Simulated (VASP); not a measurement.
Wanted: the native input for a VASP 6.6.1 run.

- Task: single point
- Functional: HSE06
- Potentials or basis: VASP PAW PBE potentials, release 64 (B, N)
- Cutoff: 520 eV
- k mesh: 8 × 8 × 8
- Occupations: gaussian, width 0.01 eV
- Spin: no spin polarisation
- Dipole correction: no
- Grid for exact exchange (PRECFOCK): Normal
- Further INCAR settings: ALGO = Normal; EDIFF = 1e-06; NBANDS = 11
- Screening parameter: 0.2079 1/Å

Crystal: BN.

```
B N
1.0
     0.00000    1.80482    1.80482
     1.80482    0.00000    1.80482
     1.80482    1.80482    0.00000
B N
1 1
Direct
  0.00000 0.00000 0.00000
  0.75000 0.75000 0.75000
```

These files were run (other wordings do the same):

POSCAR

```
BN
1.0
    0.0000000000      1.8048242572      1.8048242572
    1.8048242572      0.0000000000      1.8048242572
    1.8048242572      1.8048242572      0.0000000000
B N
1 1
Direct
    0.0000000000      0.0000000000      0.0000000000
    0.7500000000      0.7500000000      0.7500000000
```

INCAR.step1

```
SYSTEM = BN
ALGO     = Normal         ! electronic algorithm
EDIFF    = 1E-5           ! SCF threshold, eV
ENCUT    = 520            ! plane-wave cutoff, eV
GGA      = PE             ! functional
ISIF     = 2              ! what is computed and relaxed
ISMEAR   = 0              ! smearing method
LASPH    = .True.         ! aspherical terms in the spheres
LCHARG   = .False.        ! write CHGCAR
LREAL    = .False.        ! projectors in reciprocal space
LWAVE    = .True.         ! write WAVECAR
NBANDS   = 11             ! bands
NELM     = 100            ! most SCF steps
PREC     = Accurate       ! precision mode
SIGMA    = 0.01           ! smearing width, eV
```

INCAR.step2

```
SYSTEM = BN
ALGO     = Normal         ! electronic algorithm
EDIFF    = 1E-6           ! SCF threshold, eV
ENCUT    = 520            ! plane-wave cutoff, eV
GGA      = PE             ! functional
HFSCREEN = 0.2079         ! screening, 1/A
ISIF     = 2              ! what is computed and relaxed
ISMEAR   = 0              ! smearing method
ISTART   = 1            
LASPH    = .True.         ! aspherical terms in the spheres
LCHARG   = .False.        ! write CHGCAR
LHFCALC  = .True.         ! exact exchange
LREAL    = .False.        ! projectors in reciprocal space
LWAVE    = .False.        ! write WAVECAR
NBANDS   = 11             ! bands
NELM     = 100            ! most SCF steps
PREC     = Accurate       ! precision mode
PRECFOCK = Normal       
SIGMA    = 0.01           ! smearing width, eV
```

KPOINTS

```
k-points
0
Gamma
  8 8 8
  0 0 0
```

Potentials or basis: VASP PAW PBE potentials, release 64 (B, N).

Launch:

```console
$ cat potpaw_PBE.64/B/POTCAR potpaw_PBE.64/N/POTCAR > POTCAR
$ cp INCAR.step1 INCAR
$ mpirun -np 1 vasp_std > vasp.out
$ cp INCAR.step2 INCAR
$ mpirun -np 1 vasp_std > vasp.out
```

Results of the run:

| Item | Value |
| --- | --- |
| Pressure | -3.9 GPa |
| Band gap on the k mesh | 5.78 eV, indirect (least direct gap 10.57 eV) |

Caveat: the PAW data sets were made with another functional, which shifts forces and pressure a little.

It took 4.2 min on 1 thread of Intel(R) Xeon(R) 6975P-C (Granite Rapids), on a shared host, peak memory 0.23 GiB.
